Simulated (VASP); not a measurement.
# Ni in VASP: a series of runs

The runs below take Ni through single point, with PBE.

Program: VASP 6.6.1. These are calculated values, not measurements. Logs are shortened: lines on timing, memory, paths and dates and some standing lists are left out, and cuts for length are marked.

## 1. The cell of the first run

The structure is orthorhombic, space group Fmmm (No. 69). The conventional cell has a = 3.325 Å, b = 3.518 Å, c = 3.712 Å, α = 90.00°, β = 90.00°, γ = 90.00°. Ni (site symmetry mmm) has 12 Ni at 2.42 to 2.56 Å within 3.2 Å.

## 2. Single point, PBE, collinear spin, ferromagnetic start

Contents of INCAR:

```
ALGO     = Fast           # electronic algorithm
EDIFF    = 1E-7           # SCF threshold, eV
ENCUT    = 520            # plane-wave cutoff, eV
GGA      = PE             # functional
ISIF     = 2              # what is computed and relaxed
ISMEAR   = 0              # smearing method
ISPIN    = 2              # spin polarisation
LASPH    = T              # aspherical terms in the spheres
LCHARG   = F              # write CHGCAR
LMAXMIX  = 4              # l up to which the mixer works
LORBIT   = 11             # projections on sites
LREAL    = F              # projectors in reciprocal space
LWAVE    = F              # write WAVECAR
MAGMOM   = 0.75           # initial moments
NBANDS   = 15             # bands
NELM     = 150            # most SCF steps
PREC     = Accurate       # precision mode
SIGMA    = 0.15           # smearing width, eV
```

Contents of KPOINTS:

```
k-points
0
Gamma
  22 22 22
```

Contents of POSCAR:

```
Ni
1.0
    0.0000000000      1.8558885544      1.7591360705
    1.6623835866      0.0000000000      1.7591360705
    1.6623835866      1.8558885544      0.0000000000
Ni
1
Direct
    0.0000000000      0.0000000000      0.0000000000
```

Potentials or basis: VASP PAW PBE potentials, release 64 (Ni).

Started as:

```
> cat potpaw_PBE.64/Ni/POTCAR > POTCAR
> mpirun -np 1 vasp_std > vasp.out
```

OUTCAR:

```text
EDIFF = 1E-7
   ENCUT = 520
   GGA = PE
   ISIF = 2
   ISMEAR = 0
   ISPIN = 2
   LASPH = T
   LORBIT = 11
   LREAL = F
   NELM = 150
   PREC = Accurate

 ion  position               nearest neighbor table
   1  0.000  0.000  0.000-

  LATTYP: Found a face centered orthorhombic cell.
 ALAT       =     3.3247671732
 B/A-ratio  =     1.0582010582
 C/A-ratio  =     1.1164021164

  Lattice vectors:

 A1 = (   0.0000000000,   1.8558885544,  -1.7591360705)
 A2 = (   1.6623835866,   1.8558885544,   0.0000000000)
 A3 = (   1.6623835866,   0.0000000000,  -1.7591360705)

Analysis of symmetry for initial positions (statically):
=====================================================================
 Subroutine PRICEL returns:
 Original cell was already a primitive cell.

 Routine SETGRP: Setting up the symmetry group for a
 face centered orthorhombic supercell.

 Subroutine GETGRP returns: Found  8 space group operations
 (whereof  8 operations were pure point group operations)
 out of a pool of  8 trial point group operations.

The static configuration has the point symmetry D_2h.

Analysis of symmetry for dynamics (positions and initial velocities):
=====================================================================
 Subroutine PRICEL returns:
 Original cell was already a primitive cell.

 Routine SETGRP: Setting up the symmetry group for a
 face centered orthorhombic supercell.

 Subroutine GETGRP returns: Found  8 space group operations
 (whereof  8 operations were pure point group operations)
 out of a pool of  8 trial point group operations.

The dynamic configuration has the point symmetry D_2h.

Analysis of structural, dynamic, and magnetic symmetry:
=====================================================================
 Subroutine PRICEL returns:
 Original cell was already a primitive cell.

 Routine SETGRP: Setting up the symmetry group for a
 face centered orthorhombic supercell.

 Subroutine GETGRP returns: Found  8 space group operations
 (whereof  8 operations were pure point group operations)
 out of a pool of  8 trial point group operations.

The overall configuration has the point symmetry D_2h.

 Subroutine INISYM returns: Found  8 space group operations
 (whereof  8 operations are pure point group operations),
 and found     1 'primitive' translations

----------------------------------------------------------------------------------------

                                     Primitive cell

  volume of cell :      10.8546

  direct lattice vectors                    reciprocal lattice vectors
     0.000000000  1.855888554  1.759136071    -0.300772941  0.269412729  0.284230429
     1.662383587  0.000000000  1.759136071     0.300772941 -0.269412729  0.284230429
     1.662383587  1.855888554  0.000000000     0.300772941  0.269412729 -0.284230429

  length of vectors
     2.557123783  2.420346856  2.491554036     0.493796028  0.493796028  0.493796028

  position of ions in fractional coordinates (direct lattice)
     0.000000000  0.000000000  0.000000000

  ion indices of the primitive-cell ions
   primitive index   ion index
                 1           1

----------------------------------------------------------------------------------------

 KPOINTS: k-points

Automatic generation of k-mesh.
 Grid dimensions read from file:
 generate k-points for:   22   22   22

 Generating k-lattice:

  Cartesian coordinates                     Fractional coordinates (reciprocal lattice)
    -0.013671497  0.012246033  0.012919565     0.045454545 -0.000000000 -0.000000000
     0.013671497 -0.012246033  0.012919565     0.000000000  0.045454545  0.000000000
     0.013671497  0.012246033 -0.012919565    -0.000000000  0.000000000  0.045454545

  Length of vectors
     0.022445274  0.022445274  0.022445274

  Shift w.r.t. Gamma in fractional coordinates (k-lattice)
     0.000000000  0.000000000  0.000000000

 Subroutine IBZKPT returns following result:
 ===========================================

 Found   1530 irreducible k-points:

 Following reciprocal coordinates:
            Coordinates               Weight
  0.000000  0.000000  0.000000      1.000000
  0.045455  0.000000  0.000000      8.000000
  0.090909  0.000000  0.000000      8.000000
  0.136364 -0.000000  0.000000      8.000000
  0.181818 -0.000000  0.000000      8.000000
  0.227273 -0.000000  0.000000      8.000000
[... 16 lines left out ...]
  0.500000  0.045455 -0.000000      8.000000
 -0.454545  0.045455 -0.000000      8.000000
 [... further k-points ...]
   k-points           NKPTS =   1530   k-points in BZ     NKDIM =   1530   number of bands    NBANDS=     15
   number of dos      NEDOS =    301   number of ions     NIONS =      1
   total plane-waves  NPLWV =   7200
   dimension x,y,z NGX =    20 NGY =   18 NGZ =   20
   dimension x,y,z NGXF=    40 NGYF=   36 NGZF=   40
   ions per type =               1
   NGX,Y,Z   is equivalent  to a cutoff of  13.00, 12.36, 13.34 a.u.
   NGXF,Y,Z  is equivalent  to a cutoff of  26.01, 24.73, 26.69 a.u.
 SYSTEM =  unknown system
   PREC   = accura    normal or accurate (medium, high low for compatibility)
   ISTART =      0    job   : 0-new  1-cont  2-samecut
   ICHARG =      2    charge: 1-file 2-atom 10-const
   ISPIN  =      2    spin polarized calculation?
   LNONCOLLINEAR =      F non collinear calculations
   LSORBIT =      F    spin-orbit coupling
   LASPH  =      T    aspherical Exc in radial PAW
   ENCUT  =  520.0 eV  38.22 Ry    6.18 a.u.   4.75  4.50  4.63*2*pi/ulx,y,z
   NELM   =    150;   NELMIN=  2; NELMDL= -5     # of ELM steps
   EDIFF  = 0.1E-06   stopping-criterion for ELM
   LREAL  =      F    real-space projection
   EDIFFG = 0.1E-05   stopping-criterion for IOM
   NSW    =      0    number of steps for IOM
   IBRION =     -1    ionic relax: 0-MD 1-quasi-New 2-CG
   NFREE  =      0    steps in history (QN), initial steepest desc. (CG)
   ISIF   =      2    stress and relaxation
   ISYM   =      2    0-nonsym 1-usesym 2-fastsym
   POTIM  = 0.5000    time-step for ionic-motion
   TEBEG  =    0.0;   TEEND  =   0.0 temperature during run
   PSTRESS=    0.0 pullay stress
   NELECT =      10.0000    total number of electrons
   NUPDOWN=      -1.0000    fix difference up-down
   EMIN   =  10.00;   EMAX   =-10.00  energy-range for DOS
   EFERMI =   0.00;   METHOD = LEGACY
   ISMEAR =     0;   SIGMA  =   0.15  broadening in eV -4-tet -1-fermi 0-gaus
   EFERMI_NEDOS =   21; number of points for ismear=-14 and -15
   IALGO  =     68    algorithm
   IMIX   =      4    mixing-type and parameters
     AMIX     =   0.40;   BMIX     =  1.00
     AMIX_MAG =   1.60;   BMIX_MAG =  1.00
  volume/ion in A,a.u.               =      10.85        73.25
  Fermi-wavevector in a.u.,A,eV,Ry     =   1.592957  3.010252 34.524935  2.537511
  Thomas-Fermi vector in A             =   2.691261
   LORBIT       =     11    0 simple, 1 ext, 2 COOP (PROOUT), +10 PAW based schemes
   GGA     = PE    functional components
   LHFCALC =     F    Hartree Fock is set to
   AEXX    =    0.0000 exact exchange contribution
   IVDW    =     0    specifies the selected vdW correction
   LEPSILON=     F    determine dielectric tensor
   LRPA    =     F    only Hartree local field effects (RPA)
 spin polarized calculation
 RMM-DIIS sequential band-by-band and
 Gauss-broadening in eV      SIGMA  =   0.15
  energy-cutoff  :      520.00
  volume of cell :       10.85
 maximum number of plane-waves:       303
   NGX =  9   NGY =  9   NGZ =  9

 number of electron      10.0000006 magnetization       0.6189594

 Free energy of the ion-electron system (eV)
  ---------------------------------------------------
  ext. energy  EPLUGINS =         0.00000000
  ---------------------------------------------------
  free energy    TOTEN  =        -5.45650917 eV

  energy without entropy =       -5.43633280  energy(sigma->0) =       -5.44642098

 E-fermi :   9.3938     XC(G=0): -13.2678

 val. band max:        9.3937840516   @ k =  -0.4091   0.2727   0.1818
 cond. band min:       9.3938803501   @ k =  -0.4091   0.1818  -0.0000
 fundamental gap:      0.0000962984
 Fermi energy:         9.3938231504

 spin component 1

 k-point     1 :       0.0000    0.0000    0.0000
  band No.  band energies     occupation
      1       0.3837      1.00000
      2       6.6657      1.00000
      3       7.0285      1.00000
      4       7.3322      1.00000
      5       7.8137      1.00000
      6       8.4388      1.00000
      7      33.3368      0.00000
      8      36.4782      0.00000
      9      37.0533      0.00000
     10      37.7368      0.00000
     11      39.7889      0.00000
     12      40.1231      0.00000
     13      40.4358      0.00000
     14      42.4624      0.00000
     15      44.9143      0.00000
[... 397 lines left out ...]
 k-point    24 :      -0.4545    0.0455   -0.0000
  band No.  band energies     occupation
      1       4.6089      1.00000
      2       6.7030      1.00000
      3       7.3200      1.00000
      4       8.3075      1.00000
      5       8.7861      1.00000
      6       9.5630      0.05533
      7      15.4015      0.00000
      8      30.3771      0.00000
      9      32.2031      0.00000
     10      35.4061      0.00000
     11      36.8845      0.00000
     12      39.1420      0.00000
     13      44.1835      0.00000
     14      53.1504      0.00000
     15      56.1356      0.00000

 [... further k-points ...]

 spin component 2

 k-point     1 :       0.0000    0.0000    0.0000
  band No.  band energies     occupation
      1       0.3526      1.00000
      2       7.4078      1.00000
      3       7.7784      1.00000
      4       8.0566      1.00000
      5       8.4076      1.00000
      6       9.0114      0.99984
      7      33.1817      0.00000
      8      36.4042      0.00000
      9      37.0364      0.00000
     10      37.7696      0.00000
     11      39.8425      0.00000
     12      40.2278      0.00000
     13      40.5791      0.00000
     14      42.3507      0.00000
     15      45.1403      0.00000
[... 397 lines left out ...]
 k-point    24 :      -0.4545    0.0455   -0.0000
  band No.  band energies     occupation
      1       5.0259      1.00000
      2       7.3204      1.00000
      3       7.9085      1.00000
      4       8.6472      1.00000
      5       9.4939      0.17271
      6       9.9899      0.00000
      7      15.7945      0.00000
      8      30.3086      0.00000
      9      32.2878      0.00000
     10      35.4358      0.00000
     11      36.9541      0.00000
     12      39.1660      0.00000
     13      44.2862      0.00000
     14      53.2423      0.00000
     15      56.2352      0.00000

 [... further k-points ...]

------------------------ aborting loop because EDIFF is reached ----------------------------------------

  FORCE on cell =-STRESS in cart. coord.  units (eV):
  Direction    XX          YY          ZZ          XY          YZ          ZX
  --------------------------------------------------------------------------------------
  -------------------------------------------------------------------------------------
  Total        0.4418672     -0.3988842      0.2093814      0.0000000      0.0000000      0.0000000
  in kB       65.2213458    -58.8768899     30.9055284      0.0000000      0.0000000      0.0000000
  external PRESSURE =      12.4166614 kB  Pullay stress =       0.0000000 kB

 VOLUME and BASIS-vectors are now :
 -----------------------------------------------------------------------------
  energy-cutoff  :      520.00
  volume of cell :       10.85
      direct lattice vectors                 reciprocal lattice vectors
     0.000000000  1.855888554  1.759136071    -0.300772941  0.269412729  0.284230429
     1.662383587  0.000000000  1.759136071     0.300772941 -0.269412729  0.284230429
     1.662383587  1.855888554  0.000000000     0.300772941  0.269412729 -0.284230429

 POSITION                                       TOTAL-FORCE (eV/Angst)
 -----------------------------------------------------------------------------------
      0.00000      0.00000      0.00000         0.000000      0.000000      0.000000
 -----------------------------------------------------------------------------------
    total drift:                                0.000000     -0.000000      0.000000

  FREE ENERGIE OF THE ION-ELECTRON SYSTEM (eV)
  ---------------------------------------------------
  free  energy   TOTEN  =        -5.4565091725 eV

  energy  without entropy=       -5.4363327971  energy(sigma->0) =       -5.44642098

 total charge

# of ion       s       p       d       tot
------------------------------------------
    1        0.498   0.499   8.319   9.316

 magnetization (x)

# of ion       s       p       d       tot
------------------------------------------
    1       -0.006  -0.024   0.660   0.630
```

Wall time 5.5 min (1 thread of AMD EPYC 9R45 (Zen 5), shared host); peak memory 0.41 GiB.

Results:

- Free energy: -5.4565 eV
- Pressure: 1.2 GPa
- Net moment: 0.62 μB per cell
- Site moments: Ni +0.63 μB
- Valence electrons inside the program's atomic spheres: Ni 9.32

Caveat: the cell differs from its parent crystal (strain +e along x and -e along y -0.0550, strain +e along z and -e/2 along x and y +0.0000).

(Continued in part 2 of 2.)
